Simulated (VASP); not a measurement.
# SiO2 (Cristobalite) (P4_12_12) in VASP: single point with LDA

Aim: the single point of SiO2 (Cristobalite) with LDA.

Program: VASP 6.6.1. These are calculated values, not measurements. Logs are shortened: lines on timing, memory, paths and dates and some standing lists are left out, and cuts for length are marked.

## (1) The cell of the first run

Symmetry: P4_12_12, No. 92, tetragonal system. Conventional cell: a = 4.949 Å, b = 4.949 Å, c = 6.880 Å, α = 90.00°, β = 90.00°, γ = 90.00°. Within 2.1 Å of Si (site symmetry 2) lie 4 O at 1.61 Å. O (site symmetry 1) has 2 Si at 1.61 Å within 2.1 Å.

## (2) Single point, LDA

INCAR

```
SYSTEM = SiO2
  PREC = Accurate
  ENCUT = 520
  EDIFF = 1E-6
  ISMEAR = 0
  SIGMA = 0.02
  LREAL = .FALSE.
  LASPH = .TRUE.
  NELM = 100
  ALGO = Normal
  ISIF = 2
  LWAVE = .FALSE.
  LCHARG = .FALSE.
  NBANDS = 44
```

KPOINTS

```
regular mesh
0
G
  6 6 4
  0 0 0
```

POSCAR

```
SiO2
1.0
    4.9489351438      0.0000000000      0.0000000000
    0.0000000000      4.9489351438      0.0000000000
    0.0000000000      0.0000000000      6.8798288734
Si O
4 8
Direct
    0.3037687849      0.3037687849      0.0000000000
    0.1962312151      0.8037687849      0.2500000000
    0.6962312151      0.6962312151      0.5000000000
    0.8037687849      0.1962312151      0.7500000000
    0.2375588463      0.1121355490      0.1827554469
    0.3878644510      0.7375588463      0.4327554469
    0.7624411537      0.8878644510      0.6827554469
    0.6121355490      0.2624411537      0.9327554469
    0.7375588463      0.3878644510      0.5672445531
    0.8878644510      0.7624411537      0.3172445531
    0.2624411537      0.6121355490      0.0672445531
    0.1121355490      0.2375588463      0.8172445531
```

Potentials or basis: VASP PAW LDA potentials, release 64 (Si, O).

Command:

```bash
$ cat potpaw_LDA.64/Si/POTCAR potpaw_LDA.64/O/POTCAR > POTCAR
$ mpirun -np 1 vasp_std > vasp.out
```

OUTCAR:

```text
SYSTEM = SiO2
   PREC = Accurate
   ENCUT = 520
   EDIFF = 1E-6
   ISMEAR = 0
   LREAL = .FALSE.
   LASPH = .TRUE.
   NELM = 100
   ISIF = 2

 ion  position               nearest neighbor table
   1  0.304  0.304  0.000-   8 1.61  11 1.61   5 1.61  12 1.61   2 3.06   4 3.06   2 3.06   4 3.06

   2  0.196  0.804  0.250-   5 1.61  10 1.61   6 1.61  11 1.61   1 3.06   3 3.06   1 3.06   3 3.06

   3  0.696  0.696  0.500-   6 1.61   9 1.61   7 1.61  10 1.61   2 3.06   4 3.06   4 3.06   2 3.06

   4  0.804  0.196  0.750-   7 1.61  12 1.61   9 1.61   8 1.61   1 3.06   3 3.06   3 3.06   1 3.06

   5  0.238  0.112  0.183-   2 1.61   1 1.61
   6  0.388  0.738  0.433-   3 1.61   2 1.61
   7  0.762  0.888  0.683-   4 1.61   3 1.61
   8  0.612  0.262  0.933-   1 1.61   4 1.61
   9  0.738  0.388  0.567-   3 1.61   4 1.61
  10  0.888  0.762  0.317-   2 1.61   3 1.61
  11  0.262  0.612  0.067-   1 1.61   2 1.61
  12  0.112  0.238  0.817-   4 1.61   1 1.61

  LATTYP: Found a simple tetragonal cell.
 ALAT       =     4.9489351438
 C/A-ratio  =     1.3901634743

  Lattice vectors:

 A1 = (   4.9489351438,   0.0000000000,   0.0000000000)
 A2 = (   0.0000000000,   4.9489351438,   0.0000000000)
 A3 = (   0.0000000000,   0.0000000000,   6.8798288734)

Analysis of symmetry for initial positions (statically):
=====================================================================
 Subroutine PRICEL returns:
 Original cell was already a primitive cell.

 Routine SETGRP: Setting up the symmetry group for a
 simple tetragonal supercell.

 Subroutine GETGRP returns: Found  8 space group operations
 (whereof  2 operations were pure point group operations)
 out of a pool of 16 trial point group operations.

The static configuration has the point symmetry C_2 .
 The point group associated with its full space group is D_4 .

Analysis of symmetry for dynamics (positions and initial velocities):
=====================================================================
 Subroutine PRICEL returns:
 Original cell was already a primitive cell.

 Routine SETGRP: Setting up the symmetry group for a
 simple tetragonal supercell.

 Subroutine GETGRP returns: Found  8 space group operations
 (whereof  2 operations were pure point group operations)
 out of a pool of 16 trial point group operations.

The dynamic configuration has the point symmetry C_2 .
[... 130 lines left out ...]
   PSTRESS=    0.0 pullay stress
   NELECT =      64.0000    total number of electrons
   NUPDOWN=      -1.0000    fix difference up-down
   EMIN   =  10.00;   EMAX   =-10.00  energy-range for DOS
   EFERMI =   0.00;   METHOD = LEGACY
   ISMEAR =     0;   SIGMA  =   0.02  broadening in eV -4-tet -1-fermi 0-gaus
   EFERMI_NEDOS =   21; number of points for ismear=-14 and -15
   IALGO  =     38    algorithm
   IMIX   =      4    mixing-type and parameters
     AMIX     =   0.40;   BMIX     =  1.00
     AMIX_MAG =   1.60;   BMIX_MAG =  1.00
  volume/ion in A,a.u.               =      14.04        94.76
  Fermi-wavevector in a.u.,A,eV,Ry     =   1.185590  2.240440 19.124663  1.405623
  Thomas-Fermi vector in A             =   2.321780
   LORBIT       =      0    0 simple, 1 ext, 2 COOP (PROOUT), +10 PAW based schemes
   GGA     = CA    functional components
   LHFCALC =     F    Hartree Fock is set to
   AEXX    =    0.0000 exact exchange contribution
   IVDW    =     0    specifies the selected vdW correction
   LEPSILON=     F    determine dielectric tensor
   LRPA    =     F    only Hartree local field effects (RPA)
 non-spin polarized calculation
 Gauss-broadening in eV      SIGMA  =   0.02
  energy-cutoff  :      520.00
  volume of cell :      168.50
 maximum number of plane-waves:      4560
 NGX is ok and might be reduce to    40
   NGX = 19   NGY = 19   NGZ = 25

 number of electron      63.9999965 magnetization

 Free energy of the ion-electron system (eV)
  ---------------------------------------------------
  ext. energy  EPLUGINS =         0.00000000
  ---------------------------------------------------
  free energy    TOTEN  =      -103.74616921 eV

  energy without entropy =     -103.74616921  energy(sigma->0) =     -103.74616921

 E-fermi :   0.1182     XC(G=0):  -9.1072

 val. band max:        0.0134804922   @ k =   0.0000   0.0000   0.0000
 cond. band min:       5.5624056826   @ k =   0.0000   0.0000   0.0000
 fundamental gap:      5.5489251904
 Fermi energy:         0.1182097914

 k-point     1 :       0.0000    0.0000    0.0000
  band No.  band energies     occupation
      1     -19.2599      2.00000
      2     -18.3141      2.00000
      3     -18.3141      2.00000
      4     -17.0878      2.00000
      5     -17.0354      2.00000
      6     -17.0282      2.00000
[... 1117 lines left out ...]
     43      11.2530      0.00000
     44      11.2535      0.00000

 [... further k-points ...]

------------------------ aborting loop because EDIFF is reached ----------------------------------------

  FORCE on cell =-STRESS in cart. coord.  units (eV):
  Direction    XX          YY          ZZ          XY          YZ          ZX
  --------------------------------------------------------------------------------------
  -------------------------------------------------------------------------------------
  Total        0.6210014      0.6210014      0.5634680      0.0000000      0.0000000      0.0000000
  in kB        5.9047568      5.9047568      5.3577034      0.0000000      0.0000000      0.0000000
  external PRESSURE =       5.7224057 kB  Pullay stress =       0.0000000 kB

 VOLUME and BASIS-vectors are now :
 -----------------------------------------------------------------------------
  energy-cutoff  :      520.00
  volume of cell :      168.50
      direct lattice vectors                 reciprocal lattice vectors
     4.948935144  0.000000000  0.000000000     0.202063670  0.000000000  0.000000000
     0.000000000  4.948935144  0.000000000     0.000000000  0.202063670  0.000000000
     0.000000000  0.000000000  6.879828873     0.000000000  0.000000000  0.145352453

 POSITION                                       TOTAL-FORCE (eV/Angst)
 -----------------------------------------------------------------------------------
      1.50333      1.50333      0.00000         0.019868      0.019868     -0.000000
      0.97114      3.97780      1.71996        -0.019868      0.019868     -0.000000
      3.44560      3.44560      3.43991        -0.019868     -0.019868     -0.000000
      3.97780      0.97114      5.15987         0.019868     -0.019868     -0.000000
      1.17566      0.55495      1.25733        -0.002996      0.019375      0.020401
      1.91952      3.65013      2.97728        -0.019375     -0.002996      0.020401
      3.77327      4.39398      4.69724         0.002996     -0.019375      0.020401
      3.02942      1.29880      6.41720         0.019375      0.002996      0.020401
      3.65013      1.91952      3.90255        -0.002996     -0.019375     -0.020401
      4.39398      3.77327      2.18259        -0.019375      0.002996     -0.020401
      1.29880      3.02942      0.46263         0.002996      0.019375     -0.020401
      0.55495      1.17566      5.62250         0.019375     -0.002996     -0.020401
 -----------------------------------------------------------------------------------
    total drift:                                0.000000     -0.000000     -0.000000

  FREE ENERGIE OF THE ION-ELECTRON SYSTEM (eV)
  ---------------------------------------------------
  free  energy   TOTEN  =      -103.7461692086 eV

  energy  without entropy=     -103.7461692086  energy(sigma->0) =     -103.74616921
```

stdout:

```text
POSCAR found type information on POSCAR SiO
 POSCAR found :  2 types and      12 ions
 scaLAPACK will be used
 LDA part: xc-table for (Slater(with rela. corr.)+CA(PZ))
 , standard interpolation
 POSCAR, INCAR and KPOINTS ok, starting setup
 FFT: planning ... GRIDC
 FFT: planning ... GRID_SOFT
 FFT: planning ... GRID
 WAVECAR not read
 entering main loop
```

Wall time 5.6 min (1 thread of AMD EPYC 7R13 (Zen 3), shared host); peak memory 0.28 GiB.

What came out:

| Quantity | Value |
| --- | --- |
| Free energy | -103.7462 eV |
| Pressure | 0.6 GPa |
| Largest force | 0.028 eV/Å |
| Band gap on the k mesh | 5.55 eV, direct |

Forces in eV/Å, atoms in the order of the input:
```
Si   0.020  0.020  0.000
Si  -0.020  0.020  0.000
Si  -0.020 -0.020  0.000
Si   0.020 -0.020  0.000
O   -0.003  0.019  0.020
O   -0.019 -0.003  0.020
O    0.003 -0.019  0.020
O    0.019  0.003  0.020
O   -0.003 -0.019 -0.020
O   -0.019  0.003 -0.020
O    0.003  0.019 -0.020
O    0.019 -0.003 -0.020
```

A k mesh can miss the band edges.
